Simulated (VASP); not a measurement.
# AlGaN2 (P-4m2) in VASP: a series of runs, part 2 of 3

VASP 6.6.1.

**5. Single point, LDA (strain +0.0050 x Voigt [1, 1, 0, 0, 0, 0])**

INCAR reads:

```
  ALGO = Normal
  EDIFF = 1E-7
  ENCUT = 520
  ISIF = 2
  ISMEAR = 0
  LASPH = T
  LCHARG = F
  LREAL = F
  LWAVE = F
  NBANDS = 21
  NELM = 100
  PREC = Accurate
  SIGMA = 0.05
```

KPOINTS reads:

```
k-points
0
Gamma
  8 8 6
```

POSCAR reads:

```
AlGaN2
1.0
    3.1565814339      0.0000000000      0.0000000000
    0.0000000000      3.1565814339      0.0000000000
    0.0000000000      0.0000000000      4.4238379400
Al Ga N
1 1 2
Direct
    0.5000000000      0.5000000000      0.5000000000
    0.0000000000      0.0000000000      0.0000000000
    0.5000000000      0.0000000000      0.7382648100
    0.0000000000      0.5000000000      0.2617351900
```

Potentials or basis: VASP PAW LDA potentials, release 64 (Al, Ga_d, N).

Command:

```console
$ cat potpaw_LDA.64/Al/POTCAR potpaw_LDA.64/Ga_d/POTCAR potpaw_LDA.64/N/POTCAR > POTCAR
$ mpirun -np 1 vasp_std > vasp.out
```

OUTCAR:

```text
EDIFF = 1E-7
   ENCUT = 520
   ISIF = 2
   ISMEAR = 0
   LASPH = T
   LREAL = F
   NELM = 100
   PREC = Accurate

 ion  position               nearest neighbor table
   1  0.500  0.500  0.500-   3 1.90   4 1.90   3 1.90   4 1.90   2 3.14   2 3.14   2 3.14   2 3.14
                             2 3.14   2 3.14   2 3.14   2 3.14
   2  0.000  0.000  0.000-   3 1.96   4 1.96   4 1.96   3 1.96   1 3.14   1 3.14   1 3.14   1 3.14
                             1 3.14   1 3.14   1 3.14   1 3.14
   3  0.500  0.000  0.738-   1 1.90   1 1.90   2 1.96   2 1.96
   4  0.000  0.500  0.262-   1 1.90   1 1.90   2 1.96   2 1.96

  LATTYP: Found a simple tetragonal cell.
 ALAT       =     3.1565814339
 C/A-ratio  =     1.4014648545

  Lattice vectors:

 A1 = (   3.1565814339,   0.0000000000,   0.0000000000)
 A2 = (   0.0000000000,   3.1565814339,   0.0000000000)
 A3 = (   0.0000000000,   0.0000000000,   4.4238379400)

Analysis of symmetry for initial positions (statically):
=====================================================================
 Subroutine PRICEL returns:
 Original cell was already a primitive cell.

 Routine SETGRP: Setting up the symmetry group for a
 simple tetragonal supercell.

 Subroutine GETGRP returns: Found  8 space group operations
 (whereof  8 operations were pure point group operations)
 out of a pool of 16 trial point group operations.

The static configuration has the point symmetry D_2d.

Analysis of symmetry for dynamics (positions and initial velocities):
=====================================================================
 Subroutine PRICEL returns:
 Original cell was already a primitive cell.

 Routine SETGRP: Setting up the symmetry group for a
 simple tetragonal supercell.

 Subroutine GETGRP returns: Found  8 space group operations
 (whereof  8 operations were pure point group operations)
 out of a pool of 16 trial point group operations.

The dynamic configuration has the point symmetry D_2d.

 Subroutine INISYM returns: Found  8 space group operations
 (whereof  8 operations are pure point group operations),
 and found     1 'primitive' translations

----------------------------------------------------------------------------------------

                                     Primitive cell

  volume of cell :      44.0791

  direct lattice vectors                    reciprocal lattice vectors
     3.156581434  0.000000000  0.000000000     0.316798417  0.000000000  0.000000000
     0.000000000  3.156581434  0.000000000     0.000000000  0.316798417  0.000000000
     0.000000000  0.000000000  4.423837940     0.000000000  0.000000000  0.226048064

  length of vectors
     3.156581434  3.156581434  4.423837940     0.316798417  0.316798417  0.226048064

  position of ions in fractional coordinates (direct lattice)
     0.500000000  0.500000000  0.500000000
     0.000000000  0.000000000  0.000000000
     0.500000000  0.000000000  0.738264810
     0.000000000  0.500000000  0.261735190

  ion indices of the primitive-cell ions
   primitive index   ion index
                 1           1
                 2           2
                 3           3
                 4           4

----------------------------------------------------------------------------------------

 KPOINTS: k-points

Automatic generation of k-mesh.
 Grid dimensions read from file:
 generate k-points for:    8    8    6

 Generating k-lattice:

  Cartesian coordinates                     Fractional coordinates (reciprocal lattice)
     0.039599802  0.000000000  0.000000000     0.125000000  0.000000000  0.000000000
     0.000000000  0.039599802  0.000000000     0.000000000  0.125000000  0.000000000
     0.000000000  0.000000000  0.037674677     0.000000000  0.000000000  0.166666667

  Length of vectors
     0.039599802  0.039599802  0.037674677

  Shift w.r.t. Gamma in fractional coordinates (k-lattice)
     0.000000000  0.000000000  0.000000000

 Subroutine IBZKPT returns following result:
 ===========================================

 Found     60 irreducible k-points:

 Following reciprocal coordinates:
            Coordinates               Weight
  0.000000  0.000000  0.000000      1.000000
  0.125000  0.000000  0.000000      4.000000
  0.250000  0.000000  0.000000      4.000000
  0.375000  0.000000  0.000000      4.000000
  0.500000  0.000000  0.000000      2.000000
  0.125000  0.125000  0.000000      4.000000
[... 16 lines left out ...]
  0.375000  0.125000  0.166667     16.000000
  0.500000  0.125000  0.166667      8.000000
 [... further k-points ...]
   k-points           NKPTS =     60   k-points in BZ     NKDIM =     60   number of bands    NBANDS=     21
   number of dos      NEDOS =    301   number of ions     NIONS =      4
   total plane-waves  NPLWV =  20736
   dimension x,y,z NGX =    24 NGY =   24 NGZ =   36
   dimension x,y,z NGXF=    48 NGYF=   48 NGZF=   72
   ions per type =               1   1   2
   NGX,Y,Z   is equivalent  to a cutoff of  12.64, 12.64, 13.53 a.u.
   NGXF,Y,Z  is equivalent  to a cutoff of  25.28, 25.28, 27.06 a.u.
 SYSTEM =  unknown system
   PREC   = accura    normal or accurate (medium, high low for compatibility)
   ISTART =      0    job   : 0-new  1-cont  2-samecut
   ICHARG =      2    charge: 1-file 2-atom 10-const
   ISPIN  =      1    spin polarized calculation?
   LNONCOLLINEAR =      F non collinear calculations
   LSORBIT =      F    spin-orbit coupling
   LASPH  =      T    aspherical Exc in radial PAW
   ENCUT  =  520.0 eV  38.22 Ry    6.18 a.u.   5.87  5.87  8.23*2*pi/ulx,y,z
   NELM   =    100;   NELMIN=  2; NELMDL= -5     # of ELM steps
   EDIFF  = 0.1E-06   stopping-criterion for ELM
   LREAL  =      F    real-space projection
   EDIFFG = 0.1E-05   stopping-criterion for IOM
   NSW    =      0    number of steps for IOM
   IBRION =     -1    ionic relax: 0-MD 1-quasi-New 2-CG
   NFREE  =      0    steps in history (QN), initial steepest desc. (CG)
   ISIF   =      2    stress and relaxation
   ISYM   =      2    0-nonsym 1-usesym 2-fastsym
   POTIM  = 0.5000    time-step for ionic-motion
   TEBEG  =    0.0;   TEEND  =   0.0 temperature during run
   PSTRESS=    0.0 pullay stress
   NELECT =      26.0000    total number of electrons
   NUPDOWN=      -1.0000    fix difference up-down
   EMIN   =  10.00;   EMAX   =-10.00  energy-range for DOS
   EFERMI =   0.00;   METHOD = LEGACY
   ISMEAR =     0;   SIGMA  =   0.05  broadening in eV -4-tet -1-fermi 0-gaus
   EFERMI_NEDOS =   21; number of points for ismear=-14 and -15
   IALGO  =     38    algorithm
   IMIX   =      4    mixing-type and parameters
     AMIX     =   0.40;   BMIX     =  1.00
     AMIX_MAG =   1.60;   BMIX_MAG =  1.00
  volume/ion in A,a.u.               =      11.02        74.37
  Fermi-wavevector in a.u.,A,eV,Ry     =   1.372950  2.594500 25.646888  1.884993
  Thomas-Fermi vector in A             =   2.498511
   LORBIT       =      0    0 simple, 1 ext, 2 COOP (PROOUT), +10 PAW based schemes
   GGA     = CA    functional components
   LHFCALC =     F    Hartree Fock is set to
   AEXX    =    0.0000 exact exchange contribution
   IVDW    =     0    specifies the selected vdW correction
   LEPSILON=     F    determine dielectric tensor
   LRPA    =     F    only Hartree local field effects (RPA)
 non-spin polarized calculation
 Gauss-broadening in eV      SIGMA  =   0.05
  energy-cutoff  :      520.00
  volume of cell :       44.08
 maximum number of plane-waves:      1208
 NGX is ok and might be reduce to    24
   NGX = 11   NGY = 11   NGZ = 17

 number of electron      25.9999985 magnetization

 Free energy of the ion-electron system (eV)
  ---------------------------------------------------
  ext. energy  EPLUGINS =         0.00000000
  ---------------------------------------------------
  free energy    TOTEN  =       -30.28925249 eV

  energy without entropy =      -30.28925249  energy(sigma->0) =      -30.28925249

 E-fermi :   5.4842     XC(G=0): -11.6748

 val. band max:        5.2816590049   @ k =   0.0000   0.0000   0.0000
 cond. band min:       8.0828662549   @ k =   0.0000   0.0000   0.0000
 fundamental gap:      2.8012072500
 Fermi energy:         5.4841616067

 k-point     1 :       0.0000    0.0000    0.0000
  band No.  band energies     occupation
      1      -9.9969      2.00000
      2      -8.7232      2.00000
      3      -7.8133      2.00000
      4      -7.8133      2.00000
      5      -7.7690      2.00000
      6      -7.6182      2.00000
[... 550 lines left out ...]
      5      -7.7078      2.00000
      6      -6.9212      2.00000
[... 13 lines left out ...]
     20      17.2162      0.00000
     21      17.2598      0.00000

 [... further k-points ...]
[... 5 lines left out ...]
  --------------------------------------------------------------------------------------
  -------------------------------------------------------------------------------------
  Total       -1.7077054     -1.7077054     -1.5697809      0.0000000      0.0000000     -0.0000000
  in kB      -62.0712257    -62.0712257    -57.0579844      0.0000000      0.0000000     -0.0000000
  external PRESSURE =     -60.4001453 kB  Pullay stress =       0.0000000 kB

 VOLUME and BASIS-vectors are now :
 -----------------------------------------------------------------------------
  energy-cutoff  :      520.00
  volume of cell :       44.08
      direct lattice vectors                 reciprocal lattice vectors
     3.156581434  0.000000000  0.000000000     0.316798417  0.000000000  0.000000000
     0.000000000  3.156581434  0.000000000     0.000000000  0.316798417  0.000000000
     0.000000000  0.000000000  4.423837940     0.000000000  0.000000000  0.226048064

 POSITION                                       TOTAL-FORCE (eV/Angst)
 -----------------------------------------------------------------------------------
      1.57829      1.57829      2.21192         0.000000      0.000000      0.000000
      0.00000      0.00000      0.00000         0.000000     -0.000000      0.000000
      1.57829      0.00000      3.26596         0.000000     -0.000000      0.157430
      0.00000      1.57829      1.15787         0.000000     -0.000000     -0.157430
 -----------------------------------------------------------------------------------
    total drift:                                0.000000      0.000000     -0.000000

  FREE ENERGIE OF THE ION-ELECTRON SYSTEM (eV)
  ---------------------------------------------------
  free  energy   TOTEN  =       -30.2892524892 eV

  energy  without entropy=      -30.2892524892  energy(sigma->0) =      -30.28925249
```

OSZICAR:

```text
N       E                     dE             d eps       ncg     rms          rms(c)
DAV:   1     0.169934930926E+03    0.16993E+03   -0.13079E+04  2823   0.181E+03
DAV:   2    -0.141830741795E+02   -0.18412E+03   -0.17148E+03  2731   0.405E+02
DAV:   3    -0.344007090123E+02   -0.20218E+02   -0.19966E+02  3018   0.105E+02
DAV:   4    -0.349135251789E+02   -0.51282E+00   -0.51185E+00  2995   0.176E+01
DAV:   5    -0.349226214755E+02   -0.90963E-02   -0.90955E-02  2925   0.231E+00    0.115E+01
DAV:   6    -0.303699438594E+02    0.45527E+01   -0.14731E+01  3928   0.512E+01    0.395E+00
DAV:   7    -0.303522912245E+02    0.17653E-01   -0.92139E-01  2635   0.778E+00    0.265E+00
DAV:   8    -0.303028663439E+02    0.49425E-01   -0.21471E-01  3074   0.419E+00    0.107E+00
DAV:   9    -0.302890437416E+02    0.13823E-01   -0.40705E-02  3343   0.292E+00    0.394E-01
DAV:  10    -0.302892904650E+02   -0.24672E-03   -0.61906E-03  2967   0.521E-01    0.104E-01
DAV:  11    -0.302892599078E+02    0.30557E-04   -0.18172E-04  3343   0.140E-01    0.327E-02
DAV:  12    -0.302892520838E+02    0.78239E-05   -0.38405E-05  3542   0.786E-02    0.104E-02
DAV:  13    -0.302892524923E+02   -0.40850E-06   -0.23708E-06  2919   0.108E-02    0.335E-03
DAV:  14    -0.302892524892E+02    0.31418E-08   -0.13461E-07  1768   0.299E-03
   1 F= -.30289252E+02 E0= -.30289252E+02  d E =-.111688E-10
```

It took 16 s on 1 thread of Intel Xeon 6975P-C (Granite Rapids), shared host; peak memory 0.17 GiB.

What came out:

```
Free energy            : -30.2893 eV
Pressure               : -6.0 GPa
Largest force          : 0.157 eV/Å
Band gap on the k mesh : 2.80 eV, direct
```

Forces in eV/Å, atoms in the order of the input:
```
Al   0.000  0.000  0.000
Ga   0.000  0.000  0.000
N    0.000  0.000  0.157
N    0.000  0.000 -0.157
```

Stress tensor (GPa, compression positive):
```
-6.21  0.00  0.00
 0.00 -6.21  0.00
 0.00  0.00 -5.71
```

Levels at points of the mesh, in eV from the valence-band top:
```
           k point  band 11  band 12  band 13  band 14  band 15  band 16
(0.00, 0.00, 0.00)    -0.21     0.00     0.00     2.80     3.48     7.35
(0.50, 0.00, 0.00)    -2.86    -1.00    -0.70     6.92     7.02     7.86
(0.50, 0.50, 0.00)    -2.23    -2.23    -2.23     3.24     3.24     6.13
(0.00, 0.00, 0.50)    -1.55    -1.01    -1.01     5.16     5.31     7.70
(0.50, 0.00, 0.50)    -0.84    -0.58    -0.57     5.03     6.41     9.02
(0.50, 0.50, 0.50)    -3.23    -3.21    -3.21     6.12     6.12     8.57
```

Caveat: the cell differs from its parent crystal (strain +0.0050 x Voigt [1, 1, 0, 0, 0, 0]). A k mesh can miss the band edges.

(Continued in part 3 of 3.)
